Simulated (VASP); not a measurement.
**Au: single point with PBE**

The system is Au.

```
Au
1.0
     2.04550   -2.04550    0.00000
     2.04550    0.00000   -2.04550
     9.04803    9.04803    9.04803
Au
6
Cartesian
  3.4090 -0.6820 -0.6820
  7.5000 7.5000 7.5000
  3.4090 1.3635 1.3635
  7.5000 3.4090 3.4090
  3.4090 3.4090 3.4090
  7.5000 5.4545 5.4545
```

This cell differs from its parent crystal: the distance across one plane changed.

```yaml
Program: VASP 6.6.1
Task: single point
Functional: PBE
Potentials_or_basis: VASP PAW PBE potentials, release 64 (Au)
Cutoff: 520 eV
k_mesh: 18 × 18 × 4
Occupations: gaussian, width 0.15 eV
Spin: no spin polarisation
Dipole_correction: no
Further_INCAR_settings: ALGO = Fast; EDIFF = 1e-06; NBANDS = 42
```

- Pressure: 3.4 GPa
- Largest force: 0.566 eV/Å
- Band gap on the k mesh: zero (bands 33 and 34 overlap by 4.90 eV)

Forces in eV/Å, atoms in the order of the input:
```
Au  -0.327 -0.327 -0.327
Au   0.327  0.327  0.327
Au   0.056  0.056  0.056
Au   0.004  0.004  0.004
Au  -0.004 -0.004 -0.004
Au  -0.056 -0.056 -0.056
```

Stress tensor (GPa, compression positive):
```
3.40 0.54 0.54
0.54 3.40 0.54
0.54 0.54 3.40
```

Levels at points of the mesh, in eV from the Fermi level:
```tsv
k point	band 31	band 32	band 33	band 34	band 35	band 36	band 37	band 38
(0.00, 0.00, 0.00)	-2.49	-2.14	-2.14	-1.95	-1.95	-0.70	0.52	5.37
(0.50, 0.00, 0.00)	-0.40	0.58	0.96	1.15	1.37	1.38	3.23	3.86
(0.00, 0.00, 0.50)	-2.50	-2.12	-2.12	-1.96	-1.96	-1.59	1.28	4.41
(0.50, 0.00, 0.50)	-0.26	0.42	1.04	1.14	1.35	1.39	3.36	3.45
```

It took 8.2 min on 1 thread of Oxide Virtual Turin-like Processor (shared host), peak memory 0.54 GiB.

Caveat: the cell differs from its parent crystal (the distance across one plane changed); the cell stands under pressure; spin-orbit coupling is left out, which moves the levels of the heavy elements.
